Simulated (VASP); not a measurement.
A run of VASP 6.6.1 is set up as follows.

Contents of INCAR:

```
ALGO = Normal ; EDIFF = 1E-6
ENCUT = 520 ; ISIF = 2
ISMEAR = 0 ; LASPH = T
LCHARG = T ; LELF = T
LREAL = F ; LVHAR = T
LWAVE = F ; NBANDS = 20
NELM = 100 ; PREC = Accurate
SIGMA = 0.05
```

KPOINTS

```
k-points
0
Gamma
  8 8 8
```

The input POSCAR:

```
CdF2
1.0
    0.0000000000      2.6940000000      2.6940000000
    2.6940000000      0.0000000000      2.6940000000
    2.6940000000      2.6940000000      0.0000000000
Cd F
1 2
Direct
   -0.0321464515     -0.0321464515     -0.0321464515
    0.2500000000      0.2500000000      0.2500000000
    0.7500000000      0.7500000000      0.7500000000
```

Potentials or basis: VASP PAW LDA potentials, release 64 (Cd, F).

The run is started by

```sh
$ cat potpaw_LDA.64/Cd/POTCAR potpaw_LDA.64/F/POTCAR > POTCAR
$ mpirun -np 1 vasp_std > vasp.out
```

(1) What does it give for the largest force?

(2) What does it give for the band gap on the k mesh?

(3) What does it give for the pressure?

Results:

(1) 2.264 eV/Å.

(2) 2.83 eV, indirect (least direct gap 3.33 eV).

(3) 0.9 GPa.

Caveat: the cell differs from its parent crystal (all Cd atoms moved -0.300 Å, as atom 1 along Cartesian [1 1 1]); forces of over 1 eV/Å act on the atoms, so gaps and moduli don't describe the material at rest.
